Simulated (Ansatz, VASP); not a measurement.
# InSb in VASP and in Ansatz

```
In Sb
1.0
     0.00000    3.17094    2.80850
     3.17094    0.00000    2.80850
     3.17094    3.17094    0.00000
In Sb
1 1
Direct
  0.00000 0.00000 0.00000
  0.50000 0.50000 0.50000
```

Alike in both runs: task single point; functional PBEsol; k mesh 14 × 14 × 14; occupations gaussian, width 0.15 eV; no spin polarisation.

|  | VASP | Ansatz |
| --- | --- | --- |
| version | VASP 6.6.1 | Ansatz 0.2.0 |
| potentials or method | VASP PAW PBE potentials, release 64 (In_d, Sb), cutoff 520 eV | scalar-relativistic, plane waves, PAW |
| valence electrons in the cell | 18 | 28 |

|  | VASP | Ansatz | Ansatz less VASP |
| --- | --- | --- | --- |
| gap on the k mesh at the Fermi level (eV) | none | none | - |
| pressure (GPa) | 0.5 | 0.5 | -0.01 |
| traceless stress, the component that is largest in VASP (GPa) | 9.05 | 9.04 | -0.005 |

VASP's potentials were made for PBE, not for PBEsol, and Ansatz warns of the same on its side. A gap of «none» marks a metal or a gap that the smearing closes. VASP's potentials hold 18 valence electrons a cell and Ansatz's 28, so a difference there can come from the potentials and not from the codes.

Neither program's run includes spin-orbit coupling.
